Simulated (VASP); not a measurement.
# Co (P-3m1) in VASP: further runs, part 2 of 2

VASP 6.6.1. Earlier steps stand in the parts before.

## 4. Single point, r2SCAN, collinear spin, ferromagnetic start

This run uses another cell than the first one, of 11.10 Å³/atom, 1.041 times its volume.

Contents of POSCAR:

```
Co
1.0
    2.5038379689      0.0000000000      0.0000000000
   -1.2519189845      2.1683872881      0.0000000000
    0.0000000000      0.0000000000      4.0901994896
Co
2
Direct
    0.3333333333      0.6666666667      0.7401390000
    0.6666666667      0.3333333333      0.2598610000
```

Contents of INCAR.step1:

```
SYSTEM = Co
PREC = Accurate ; ENCUT = 520
ISMEAR = -1 ; SIGMA = 0.05
LREAL = .FALSE. ; LASPH = .TRUE.
NELM = 150 ; ISPIN = 2
MAGMOM = 2 2 ; LMAXMIX = 4
NBANDS = 20 ; GGA = PE
ALGO = Normal ; EDIFF = 1E-4
LWAVE = .TRUE. ; LCHARG = .FALSE.
```

Contents of INCAR.step2:

```
SYSTEM = Co
PREC = Accurate ; ENCUT = 520
EDIFF = 1E-6 ; ISMEAR = -1
SIGMA = 0.05 ; LREAL = .FALSE.
LASPH = .TRUE. ; NELM = 150
ALGO = Normal ; ISIF = 2
LWAVE = .FALSE. ; LCHARG = .FALSE.
ISPIN = 2 ; MAGMOM = 2 2
LORBIT = 11 ; LMAXMIX = 4
METAGGA = R2SCAN ; LMIXTAU = .TRUE.
NBANDS = 20 ; ISTART = 1
```

Contents of KPOINTS:

```
Automatic mesh
0
G
  12 12 7
  0 0 0
```

Potentials or basis: VASP PAW PBE potentials, release 64 (Co).

Launch:

```bash
$ cat potpaw_PBE.64/Co/POTCAR > POTCAR
$ cp INCAR.step1 INCAR
$ mpirun -np 1 vasp_std > vasp.out
$ cp INCAR.step2 INCAR
$ mpirun -np 1 vasp_std > vasp.out
```

OUTCAR:

```text
SYSTEM = Co
   PREC = Accurate
   ENCUT = 520
   EDIFF = 1E-6
   ISMEAR = -1
   LREAL = .FALSE.
   LASPH = .TRUE.
   NELM = 150
   ISIF = 2
   ISPIN = 2
   LORBIT = 11
   METAGGA = R2SCAN
   ISTART = 1

 ion  position               nearest neighbor table
   1  0.333  0.667  0.740-   2 2.44   2 2.44   2 2.44   2 2.57   2 2.57   2 2.57
   2  0.667  0.333  0.260-   1 2.44   1 2.44   1 2.44   1 2.57   1 2.57   1 2.57

  LATTYP: Found a hexagonal cell.
 ALAT       =     2.5038379689
 C/A-ratio  =     1.6335719565

  Lattice vectors:

 A1 = (   2.5038379689,   0.0000000000,   0.0000000000)
 A2 = (  -1.2519189845,   2.1683872881,   0.0000000000)
 A3 = (   0.0000000000,   0.0000000000,   4.0901994896)

Analysis of symmetry for initial positions (statically):
=====================================================================
 Subroutine PRICEL returns:
 Original cell was already a primitive cell.

 Routine SETGRP: Setting up the symmetry group for a
 hexagonal supercell.

 Subroutine GETGRP returns: Found 12 space group operations
 (whereof 12 operations were pure point group operations)
 out of a pool of 24 trial point group operations.

The static configuration has the point symmetry D_3d.

Analysis of symmetry for dynamics (positions and initial velocities):
=====================================================================
 Subroutine PRICEL returns:
 Original cell was already a primitive cell.

 Routine SETGRP: Setting up the symmetry group for a
 hexagonal supercell.

 Subroutine GETGRP returns: Found 12 space group operations
 (whereof 12 operations were pure point group operations)
 out of a pool of 24 trial point group operations.

The dynamic configuration has the point symmetry D_3d.

Analysis of structural, dynamic, and magnetic symmetry:
=====================================================================
 Subroutine PRICEL returns:
 Original cell was already a primitive cell.

 Routine SETGRP: Setting up the symmetry group for a
 hexagonal supercell.
[... 147 lines left out ...]
  ext. energy  EPLUGINS =         0.00000000
  ---------------------------------------------------
  free energy    TOTEN  =       -26.40638663 eV

  energy without entropy =      -26.39857268  energy(sigma->0) =      -26.40247965

 E-fermi :  10.0473     XC(G=0): -14.5180

 val. band max:       10.0388080465   @ k =   0.1667   0.0833   0.0000
 cond. band min:      10.0530492173   @ k =   0.3333   0.0000   0.4286
 fundamental gap:      0.0142411708
 Fermi energy:        10.0472678114

 spin component 1

 k-point     1 :       0.0000    0.0000    0.0000
  band No.  band energies     occupation
      1       0.7852      1.00000
      2       4.3108      1.00000
      3       6.6064      1.00000
      4       6.6155      1.00000
      5       6.6155      1.00000
      6       6.9327      1.00000
[... 541 lines left out ...]
     19      36.8795      0.00000
     20      37.8136      0.00000

 [... further k-points ...]

 spin component 2

 k-point     1 :       0.0000    0.0000    0.0000
  band No.  band energies     occupation
      1       0.2134      1.00000
      2       5.4923      1.00000
      3       8.8872      1.00000
      4       9.1656      1.00000
      5       9.1657      1.00000
      6       9.2995      1.00000
[... 541 lines left out ...]
     19      37.5802      0.00000
     20      38.5832      0.00000

 [... further k-points ...]

------------------------ aborting loop because EDIFF is reached ----------------------------------------

  FORCE on cell =-STRESS in cart. coord.  units (eV):
  Direction    XX          YY          ZZ          XY          YZ          ZX
  --------------------------------------------------------------------------------------
  -------------------------------------------------------------------------------------
  Total       -1.0997564     -1.0997564     -0.9037762      0.0000000      0.0000000      0.0000000
  in kB      -79.3449933    -79.3449933    -65.2054541      0.0000000      0.0000000      0.0000000
  external PRESSURE =     -74.6318135 kB  Pullay stress =       0.0000000 kB

 VOLUME and BASIS-vectors are now :
 -----------------------------------------------------------------------------
  energy-cutoff  :      520.00
  volume of cell :       22.21
      direct lattice vectors                 reciprocal lattice vectors
     2.503837969  0.000000000  0.000000000     0.399386866  0.230586115  0.000000000
    -1.251918985  2.168387288  0.000000000     0.000000000  0.461172229  0.000000000
     0.000000000  0.000000000  4.090199490     0.000000000  0.000000000  0.244486853

 POSITION                                       TOTAL-FORCE (eV/Angst)
 -----------------------------------------------------------------------------------
     -0.00000      1.44559      3.02732        -0.000000      0.000000      0.128763
      1.25192      0.72280      1.06288         0.000000      0.000000     -0.128763
 -----------------------------------------------------------------------------------
    total drift:                               -0.000000      0.000000      0.000000

  FREE ENERGIE OF THE ION-ELECTRON SYSTEM (eV)
  ---------------------------------------------------
  free  energy   TOTEN  =       -26.4063866331 eV

  energy  without entropy=      -26.3985726758  energy(sigma->0) =      -26.40247965

 total charge

# of ion       s       p       d       tot
------------------------------------------
    1        0.504   0.547   7.204   8.255
    2        0.504   0.547   7.204   8.255
--------------------------------------------------
tot          1.008   1.094  14.408  16.510

 magnetization (x)

# of ion       s       p       d       tot
------------------------------------------
    1       -0.010  -0.081   1.954   1.863
    2       -0.010  -0.081   1.954   1.863
--------------------------------------------------
tot         -0.019  -0.161   3.907   3.727
```

OUTCAR.step1:

```text
SYSTEM = Co
   PREC = Accurate
   ENCUT = 520
   ISMEAR = -1
   LREAL = .FALSE.
   LASPH = .TRUE.
[... 1347 lines left out ...]
     -0.00000      1.44559      3.02732        -0.000000      0.000000      0.421236
      1.25192      0.72280      1.06288         0.000000     -0.000000     -0.421236
 -----------------------------------------------------------------------------------
    total drift:                               -0.000000      0.000000      0.000000

  FREE ENERGIE OF THE ION-ELECTRON SYSTEM (eV)
  ---------------------------------------------------
  free  energy   TOTEN  =       -14.0483166312 eV

  energy  without entropy=      -14.0333396715  energy(sigma->0) =      -14.04082815
```

OSZICAR.step1:

```text
N       E                     dE             d eps       ncg     rms          rms(c)
DAV:   1     0.866648948042E+02    0.86665E+02   -0.82602E+03  9336   0.123E+03
DAV:   2    -0.115287104772E+02   -0.98194E+02   -0.88350E+02  9120   0.217E+02
DAV:   3    -0.160570532713E+02   -0.45283E+01   -0.43467E+01 10124   0.568E+01
DAV:   4    -0.161248728117E+02   -0.67820E-01   -0.67770E-01 10904   0.612E+00
DAV:   5    -0.161269151007E+02   -0.20423E-02   -0.20422E-02 10312   0.101E+00    0.146E+01
DAV:   6    -0.145103912007E+02    0.16165E+01   -0.77258E+00 10144   0.564E+01    0.714E+00
DAV:   7    -0.140819827941E+02    0.42841E+00   -0.12233E+00 10472   0.207E+01    0.381E+00
DAV:   8    -0.140632740750E+02    0.18709E-01   -0.17385E-02 11648   0.127E+00    0.173E+00
DAV:   9    -0.140488298559E+02    0.14444E-01   -0.35656E-03 14332   0.104E+00    0.468E-01
DAV:  10    -0.140483629265E+02    0.46693E-03   -0.62096E-04 11364   0.306E-01    0.126E-01
DAV:  11    -0.140483166312E+02    0.46295E-04   -0.80378E-05  6056   0.142E-01
   1 F= -.14048317E+02 E0= -.14040828E+02  d E =-.149770E-01  mag=     3.2925
```

Wall time 4.8 min (1 thread of Intel Xeon Platinum 8488C (Sapphire Rapids), shared host); peak memory 0.2 GiB.

What came out:

| Property | Result |
| --- | --- |
| Free energy | -26.4064 eV |
| Pressure | -7.5 GPa |
| Largest force | 0.129 eV/Å |
| Net moment | 3.59 μB per cell |
| Site moments | Co +1.86 μB |
| Valence electrons inside the program's atomic spheres | Co 8.26 |

Forces on the atoms (eV/Å):
```
Co   0.000  0.000  0.129
Co   0.000  0.000 -0.129
```

Levels at points of the mesh, in eV from the Fermi level:
Spin up:
| k point | band 7 | band 8 | band 9 | band 10 | band 11 | band 12 | band 13 | band 14 | band 15 | band 16 |
| --- | --- | --- | --- | --- | --- | --- | --- | --- | --- | --- |
| (0.00, 0.00, 0.00) | -3.11 | -2.81 | -2.81 | -1.75 | -1.75 | -0.36 | 5.72 | 22.56 | 24.97 | 24.97 |
| (0.50, 0.00, 0.00) | -2.97 | -1.69 | -1.58 | -1.34 | 0.78 | 2.89 | 9.34 | 10.34 | 12.33 | 13.79 |
Spin down:
| k point | band 5 | band 6 | band 7 | band 8 | band 9 | band 10 |
| --- | --- | --- | --- | --- | --- | --- |
| (0.00, 0.00, 0.00) | -0.88 | -0.75 | -0.71 | -0.71 | 0.24 | 0.24 |
| (0.50, 0.00, 0.00) | -1.05 | -0.98 | -0.61 | 1.27 | 1.36 | 1.72 |

Caveat: the PAW data sets were made with another functional, which shifts forces and pressure a little.

## 5. Overview

```tsv
cell	gap on the mesh (eV)	pressure (GPa)	moment (μB)	largest force (eV/Å)
a = 2.471, b = 2.471, c = 4.036 Å, angles 90.0, 90.0, 120.0°, 2 atoms	none	1.0	3.56	0.25
a = 2.487, b = 2.487, c = 4.063 Å, angles 90.0, 90.0, 120.0°, 2 atoms	none	-3.4	3.58	0.19
a = 2.504, b = 2.504, c = 4.090 Å, angles 90.0, 90.0, 120.0°, 2 atoms	none	-7.5	3.59	0.13
```

Alike in all rows: task single point; level r2SCAN; potentials or basis VASP PAW PBE potentials, release 64 (Co); spin collinear, ferromagnetic start; k mesh 12 × 12 × 7; cutoff (eV) 520; smearing fermi-dirac 0.05 eV.

Caveats: the PAW data sets were made with another functional, which shifts forces and pressure a little.

Absolute energies hang on the potentials; compare differences alone.
